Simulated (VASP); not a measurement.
Input of a VASP 6.6.1 run:

File POSCAR:

```
C
1.0
   -2.4560526930     -1.4180026834      3.3470108394
    2.4560526930     -1.4180026834      3.3470108394
    0.0000000000      2.8360053668      3.3470108394
C
8
Direct
    0.1640000000      0.1640000000      0.1640000000
    0.6640000000      0.6640000000      0.1640000000
    0.6640000000      0.1640000000      0.6640000000
    0.1640000000      0.6640000000      0.6640000000
    0.8360000000      0.8360000000      0.8360000000
    0.3360000000      0.3360000000      0.8360000000
    0.3360000000      0.8360000000      0.3360000000
    0.8360000000      0.3360000000      0.3360000000
```

The input INCAR.step1:

```
SYSTEM = C
PREC = Accurate
ENCUT = 520
ISMEAR = 0
SIGMA = 0.05
LREAL = .FALSE.
LASPH = .TRUE.
NELM = 100
NBANDS = 26
GGA = PE
ALGO = Normal
EDIFF = 1E-4
LWAVE = .TRUE.
LCHARG = .FALSE.
```

The input INCAR.step2:

```
SYSTEM = C
PREC = Accurate
ENCUT = 520
EDIFF = 1E-7
ISMEAR = 0
SIGMA = 0.05
LREAL = .FALSE.
LASPH = .TRUE.
NELM = 100
ALGO = Normal
ISIF = 2
LWAVE = .FALSE.
LCHARG = .FALSE.
METAGGA = R2SCAN
LMIXTAU = .TRUE.
NBANDS = 26
ISTART = 1
```

File KPOINTS:

```
regular mesh
0
G
  6 6 6
  0 0 0
```

Potentials or basis: VASP PAW PBE potentials, release 64 (C).

Launch:

```console
$ cat potpaw_PBE.64/C/POTCAR > POTCAR
$ cp INCAR.step1 INCAR
$ mpirun -np 1 vasp_std > vasp.out
$ cp INCAR.step2 INCAR
$ mpirun -np 1 vasp_std > vasp.out
```

Task: What does it give for the largest force?

Result: 0.897 eV/Å.

Task: Estimate the pressure.

Result: 0.9 GPa.

Forces on the atoms (eV/Å):
```
C    0.000  0.000  0.897
C    0.000  0.000  0.897
C    0.000  0.000  0.897
C    0.000  0.000  0.897
C    0.000  0.000 -0.897
C    0.000  0.000 -0.897
C    0.000  0.000 -0.897
C    0.000  0.000 -0.897
```

Caveat: the PAW data sets were made with another functional, which shifts forces and pressure a little.
